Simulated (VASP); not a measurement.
NaF (Villiaumite): single point with PBE

NaF (Villiaumite):

```xyz
2
Lattice="0.0000 2.3260 2.3260 2.3260 0.0000 2.3260 2.3260 2.3260 0.0000" Properties=species:S:1:pos:R:3 pbc="T T T"
Na    0.0000    0.0000    0.0000
F     2.3260    2.3260    2.3260
```

This cell differs from its parent crystal: volume scaled by 0.97.

```json
{
 "Program": "VASP 6.6.1",
 "Task": "single point",
 "Functional": "PBE",
 "Potentials or basis": "VASP PAW PBE potentials, release 64 (Na_pv, F)",
 "Cutoff": "520 eV",
 "k mesh": "8 × 8 × 8",
 "Occupations": "gaussian, width 0.02 eV",
 "Spin": "no spin polarisation",
 "Dipole correction": "no",
 "Further INCAR settings": "ALGO = Normal; EDIFF = 1e-06; NBANDS = 14"
}
```

```
Pressure               : 1.4 GPa
Band gap on the k mesh : 6.24 eV, direct
```

Levels at points of the mesh, in eV from the valence-band top:
```tsv
k point	band 3	band 4	band 5	band 6	band 7	band 8	band 9	band 10	band 11	band 12
(0.00, 0.00, 0.00)	-18.98	-18.98	0.00	0.00	0.00	6.24	18.89	18.89	18.89	21.73
(0.50, 0.00, 0.00)	-18.99	-18.21	-1.56	-0.25	-0.25	10.71	12.37	19.98	19.98	22.78
(0.50, 0.50, 0.00)	-19.03	-18.91	-1.25	-0.40	-0.40	13.06	13.26	13.49	19.62	19.62
```

It took 5.2 s on 1 thread of Intel(R) Xeon(R) Platinum 8375C CPU @ 2.90GHz (Ice Lake), on a shared host, peak memory 0.13 GiB.
